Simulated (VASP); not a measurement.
Runs of VASP 6.6.1 on AlCo. The structure is that of space group R-3m (No. 166), or close to it. The cells are those of the table. 

```csv
cell,further INCAR settings,gap on the mesh (eV),pressure (GPa)
"a = 2.823 Å, angles 92.7°, 2 atoms",ALGO = Fast; EDIFF = 1e-06; NBANDS = 13,none,1.5
"a = 3.016 Å, angles 67.3°, 2 atoms",ALGO = Fast; EDIFF = 1e-07; NBANDS = 13,none,27.9
"a = 3.076 Å, angles 109.5°, 2 atoms",ALGO = Fast; EDIFF = 1e-07; NBANDS = 13,none,(b)
"a = 2.835 Å, angles 95.9°, 2 atoms",ALGO = Fast; EDIFF = 1e-07; NBANDS = 13,none,7.1
"a = 2.899 Å, angles 75.7°, 2 atoms",ALGO = Fast; EDIFF = 1e-07; NBANDS = 13,none,(a)
"a = 2.887 Å, angles 101.4°, 2 atoms",ALGO = Fast; EDIFF = 1e-06; NBANDS = 13,none,32.2
"a = 2.965 Å, angles 105.7°, 2 atoms",ALGO = Fast; EDIFF = 1e-07; NBANDS = 13,none,73.3
"a = 2.823 Å, angles 87.0°, 2 atoms",ALGO = Fast; EDIFF = 1e-06; NBANDS = 13,none,1.5
```

Alike in all rows: task single point; level PBEsol; potentials or basis VASP PAW PBE potentials, release 64 (Al, Co); no spin polarisation; k mesh 18 × 18 × 18; cutoff (eV) 520; smearing gaussian 0.15 eV.

**Question.** Fill in the values left out.

**Answer.** (a) 17.0; (b) 129.5.

Caveats: the PAW data sets were made with another functional, which shifts forces and pressure a little.

A gap of «none» marks levels without a gap at the run's occupations.
